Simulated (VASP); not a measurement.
# Tl: single point with LDA

Crystal: Tl.

```
Tl
1.0
     3.40140    0.00000    0.00000
    -1.70070    2.94570    0.00000
     0.00000    0.00000    5.44300
Tl
2
Cartesian
  0.0000 1.9638 1.3608
  1.7007 0.9819 4.0823
```

```
Program             : VASP 6.6.1
Task                : single point
Functional          : LDA
Potentials or basis : VASP PAW LDA potentials, release 64 (Tl_d)
Cutoff              : 520 eV
k mesh              : 11 × 11 × 6
Occupations         : fermi-dirac, width 0.1 eV
Spin                : no spin polarisation
```

| Item | Value |
| --- | --- |
| Pressure | 0.1 GPa |
| Band gap on the k mesh | zero (band 13 reaches 10.48 eV, above the bottom of band 14 at 4.51 eV) |

Levels at points of the mesh, in eV from the Fermi level:
```tsv
k point	band 9	band 10	band 11	band 12	band 13	band 14	band 15	band 16	band 17	band 18
(0.00, 0.00, 0.00)	-11.02	-11.02	-10.36	-5.07	-3.02	8.28	8.28	10.48	10.48	10.48
(0.00, 0.00, 0.50)	-11.14	-11.14	-8.85	-8.85	3.53	3.53	9.30	9.30	9.30	9.30
```

Run time: 48 s on 1 thread of Intel(R) Xeon(R) Platinum 8259CL CPU @ 2.50GHz (Skylake/Cascade Lake) (shared host), peak memory 0.19 GiB.

Caveat: spin-orbit coupling is left out, which moves the levels of the heavy elements.
